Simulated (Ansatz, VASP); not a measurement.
## V: VASP beside Ansatz

```
V
1.0
     0.00000    1.93958    1.93958
     1.93958    0.00000    1.93958
     1.93958    1.93958    0.00000
V
1
Direct
  0.00000 0.00000 0.00000
```

Change from the starting cell: volume scaled by 1.05, PAW files.

Alike in both runs: task electric field gradients; functional PBE; k mesh 19 × 19 × 19; occupations fermi-dirac, width 0.05 eV; collinear spin.

|  | VASP | Ansatz |
| --- | --- | --- |
| version | VASP 6.6.1 | Ansatz 0.2.0 |
| potentials or method | VASP PAW PBE potentials, release 64 (V_sv) | PAW with Ansatz's default frozen-core files, scalar-relativistic |
| plane-wave cutoff (eV) | 520 | 420 |
| valence electrons in the cell | 13 | 13 |

|  | VASP | Ansatz | Ansatz less VASP |
| --- | --- | --- | --- |
| pressure (GPa) | -7.6 | -7.8 | -0.19 |
| net moment per atom (μB) | 0.00 | 0.00 | 0.000 |

Ansatz's warnings: seeded moment not kept.
